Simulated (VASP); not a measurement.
Write the native input for VASP 6.6.1 that does the following.

```yaml
Task: single point
Functional: PBEsol
Potentials_or_basis: VASP PAW PBE potentials, release 64 (Cr_pv)
Cutoff: 520 eV
k_mesh: 22 × 22 × 22
Occupations: gaussian, width 0.1 eV
Spin: no spin polarisation
Dipole_correction: no
Further_INCAR_settings: ALGO = Normal; EDIFF = 1e-06; NBANDS = 12
```

The structure of Cr lies in POSCAR:

```
Cr
1.0
   -1.3456675698      1.3456675698      1.3456675698
    1.3456675698     -1.3456675698      1.3456675698
    1.3456675698      1.3456675698     -1.3456675698
Cr
1
Direct
    0.0000000000      0.0000000000      0.0000000000
```

One way to write it, as run:

INCAR

```
  ALGO = Normal
  EDIFF = 1E-6
  ENCUT = 520
  GGA = PS
  ISIF = 2
  ISMEAR = 0
  LASPH = True
  LCHARG = True
  LELF = True
  LREAL = False
  LVHAR = True
  LWAVE = False
  NBANDS = 12
  NELM = 80
  PREC = Accurate
  SIGMA = 0.1
```

KPOINTS

```
k-points
0
Gamma
  22 22 22
```

Potentials or basis: VASP PAW PBE potentials, release 64 (Cr_pv).

Run with:

```sh
$ cat potpaw_PBE.64/Cr_pv/POTCAR > POTCAR
$ mpirun -np 1 vasp_std > vasp.out
```

Results of the run:

```yaml
Pressure: 49.6 GPa
Band_gap_on_the_k_mesh: zero (bands 6 and 7 overlap by 4.28 eV)
```

Caveat: the cell stands under pressure; an empty level that is flat over the whole mesh can mark a ghost state of the potentials, or a narrow d or f band; the PAW data sets were made with another functional, which shifts forces and pressure a little; the run has no spin polarisation, though such a crystal can be magnetic.

It took 46 s on 1 thread of Intel Xeon 8259CL (shared host), peak memory 0.15 GiB.
